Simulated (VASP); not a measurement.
BeVN, 6 atoms in the cell. Symmetry: P4/nmm, No. 129, tetragonal system. The conventional cell has a = 2.770 Å, b = 2.770 Å, c = 7.012 Å, α = 90.00°, β = 90.00°, γ = 90.00°. V (site symmetry 4mm) has 1 N at 1.75 Å within 2.3 Å. Within 2.2 Å of Be (site symmetry 4mm) lie 5 N at 1.68 to 1.96 Å. N (site symmetry 4mm) has 5 Be at 1.68 to 1.96 Å and 1 V at 1.75 Å within 2.2 Å. 

```yaml
Program: VASP 6.6.1
Task: single point
Functional: r2SCAN
Potentials_or_basis: VASP PAW PBE potentials, release 64 (V_sv, Be, N)
Cutoff: 520 eV
k_mesh: 9 × 9 × 4
Occupations: fermi-dirac, width 0.013 eV
Spin: no spin polarisation
Dipole_correction: no
Further_INCAR_settings: ALGO = Normal; EDIFF = 1e-07; NBANDS = 29
```

Potentials or basis: VASP PAW PBE potentials, release 64 (V_sv, Be, N).

Run with:

```console
$ cat potpaw_PBE.64/V_sv/POTCAR potpaw_PBE.64/Be/POTCAR potpaw_PBE.64/N/POTCAR > POTCAR
$ cp INCAR.step1 INCAR
$ mpirun -np 1 vasp_std > vasp.out
$ cp INCAR.step2 INCAR
$ mpirun -np 1 vasp_std > vasp.out
```

Hardware: 1 thread of AMD EPYC 9R45 96-Core Processor (Zen 5), on a shared host.

Task: Estimate the wall time of this run.

Result: Wall time 3.3 min on 1 thread of AMD EPYC 9R45 96-Core Processor (Zen 5) (shared host), peak memory 0.19 GiB. Counts: k points 45.
